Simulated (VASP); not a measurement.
## CdF2: relaxation of cell and atoms with r2SCAN

Crystal: CdF2.

```
CELL_PARAMETERS angstrom
0.00000 2.69500 2.69500
2.69500 0.00000 2.69500
2.69500 2.69500 0.00000
ATOMIC_POSITIONS crystal
Cd 0.00000 0.00000 0.00000
F 0.25000 0.25000 0.25000
F 0.75000 0.75000 0.75000
```

```yaml
Program: VASP 6.6.1
Task: relaxation of cell and atoms
Functional: r2SCAN
Potentials_or_basis: VASP PAW PBE potentials, release 64 (Cd, F)
Cutoff: 660 eV
k_mesh: 4 × 4 × 4
Occupations: gaussian, width 0.01 eV
Spin: no spin polarisation
Target_pressure: 20 GPa
Dipole_correction: no
Further_INCAR_settings: ALGO = Normal; EDIFF = 1e-07; IBRION = 2; EDIFFG = -0.02; NSW = 80; ISIF = 3
```

```
Relaxed volume                                             : 11.56 Å³/atom
Relaxed cell                                               : a = 3.660 Å, b = 3.660 Å, c = 3.660 Å, α = 60.00°, β = 60.00°, γ = 60.00°
Space group after relaxing (to 0.1 Å)                      : Fm-3m (No. 225)
Energy change on relaxing (the run minimises the enthalpy) : +85.9 meV/atom
Ionic steps                                                : 4
Pressure after relaxing                                    : 20.0 GPa
Band gap on the k mesh                                     : 4.19 eV (least direct gap 4.50 eV)
```

The path:
```tsv
step	energy change (eV)	largest force (eV/Å)	pressure (GPa)	volume (Å³)
1	0.0000	0.0000	0.62	39.15
2	1.0601	0.0000	50.69	30.87
3	0.2474	0.0000	19.51	34.75
4	0.2578	0.0000	20.01	34.67
```

Final structure:
```
Cd F
1.0
     0.00000    2.58802    2.58802
     2.58802    0.00000    2.58802
     2.58802    2.58802    0.00000
Cd F
1 2
Direct
  0.00000 0.00000 0.00000
  0.25000 0.25000 0.25000
  0.75000 0.75000 0.75000
```

Levels at points of the mesh, in eV from the valence-band top:
```csv
k point,band 11,band 12,band 13,band 14,band 15,band 16
"(0.00, 0.00, 0.00)",-0.31,-0.31,-0.31,4.19,14.18,14.18
"(0.50, 0.00, 0.00)",-2.38,-0.29,-0.29,8.98,10.06,16.73
"(0.50, 0.50, 0.00)",-0.80,-0.11,-0.11,9.92,11.27,12.44
```

It took 2.1 min on 1 thread of Intel(R) Xeon(R) Platinum 8259CL CPU @ 2.50GHz (Skylake/Cascade Lake), on a shared host, peak memory 0.2 GiB.

Caveat: the k points lie up to 0.53 Å⁻¹ apart in the final cell; the cell is relaxed towards a set pressure, so the run minimises the enthalpy, not the energy; the PAW data sets were made with another functional, which shifts forces and pressure a little. A k mesh can miss the band edges.
